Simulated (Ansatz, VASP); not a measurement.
# One calculation of SiC, two programs

```
CELL_PARAMETERS angstrom
0.00000 2.17814 2.17814
2.17814 0.00000 2.17814
2.17814 2.17814 0.00000
ATOMIC_POSITIONS crystal
Si 0.00000 0.00000 0.00000
C 0.71557 0.71557 0.68704
```

Alike in both runs: task single point; functional r2SCAN; k mesh 10 × 10 × 10; occupations gaussian, width 0.05 eV; no spin polarisation.

|  | VASP | Ansatz |
| --- | --- | --- |
| version | VASP 6.6.1 | Ansatz 0.2.0 |
| potentials or method | VASP PAW PBE potentials, release 64 (Si, C), cutoff 520 eV | scalar-relativistic, plane waves, PAW |
| valence electrons in the cell | 8 | 8 |

|  | VASP | Ansatz | Ansatz less VASP |
| --- | --- | --- | --- |
| gap on the k mesh at the Fermi level (eV) | 0.04 | 0.03 | -0.005 |
| least direct gap on the mesh (eV) | 4.08 | 4.07 | -0.010 |
| pressure (GPa) | 7.9 | 8.2 | +0.29 |
| traceless stress, the component that is largest in VASP (GPa) | -5.36 | -5.48 | -0.117 |
| rms of the force components (eV/Å) | 1.968 | 1.970 | +0.0024 |

VASP's potentials were made for PBE, not for r2SCAN. Atom by atom the forces differ by 0.004 eV/Å (rms over components). The functional is the same, so the differences come from potentials, cutoffs and numerics.
